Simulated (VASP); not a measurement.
Set up this calculation in VASP 6.6.1, as the native input.

| Quantity | Value |
| --- | --- |
| Task | single point |
| Functional | PBEsol |
| Potentials or basis | VASP PAW PBE potentials, release 64 (N, B) |
| Cutoff | 520 eV |
| k mesh | 13 × 13 × 9 |
| Occupations | fermi-dirac, width 0.05 eV |
| Spin | no spin polarisation |
| Dipole correction | no |
| Further INCAR settings | ALGO = Normal; EDIFF = 1e-07; NBANDS = 11 |

The structure of BN lies in POSCAR:

```
BN
1.0
    2.5410452472      0.0000000000      0.0000000000
   -1.2631167351      2.2048689444      0.0000000000
   -0.6389642561     -1.1024344721      3.0623148244
N B
1 1
Direct
    0.6685060000      0.3323850000      0.9849990000
    0.9796430000      0.9834990000      0.0018060000
```

This cell differs from its parent crystal: volume scaled by 1.04.

These files were run (other wordings do the same):

INCAR

```
SYSTEM = BN
  PREC = Accurate
  ENCUT = 520
  EDIFF = 1E-7
  ISMEAR = -1
  SIGMA = 0.05
  LREAL = .FALSE.
  LASPH = .TRUE.
  NELM = 80
  ALGO = Normal
  ISIF = 2
  LWAVE = .FALSE.
  LCHARG = .TRUE.
  GGA = PS
  LELF = .TRUE.
  LVHAR = .TRUE.
  NBANDS = 11
```

KPOINTS

```
Automatic mesh
0
G
  13 13 9
  0 0 0
```

Potentials or basis: VASP PAW PBE potentials, release 64 (N, B).

Launch:

```console
$ cat potpaw_PBE.64/N/POTCAR potpaw_PBE.64/B/POTCAR > POTCAR
$ mpirun -np 1 vasp_std > vasp.out
```

Results of the run:

| Property | Result |
| --- | --- |
| Pressure | -8.0 GPa |
| Largest force | 2.507 eV/Å |
| Band gap on the k mesh | 2.72 eV, indirect (least direct gap 4.38 eV) |

Caveat: the PAW data sets were made with another functional, which shifts forces and pressure a little.

It took 2.4 min on 1 thread of Intel(R) Xeon(R) Platinum 8259CL CPU @ 2.50GHz (Skylake/Cascade Lake), on a shared host, peak memory 0.24 GiB.
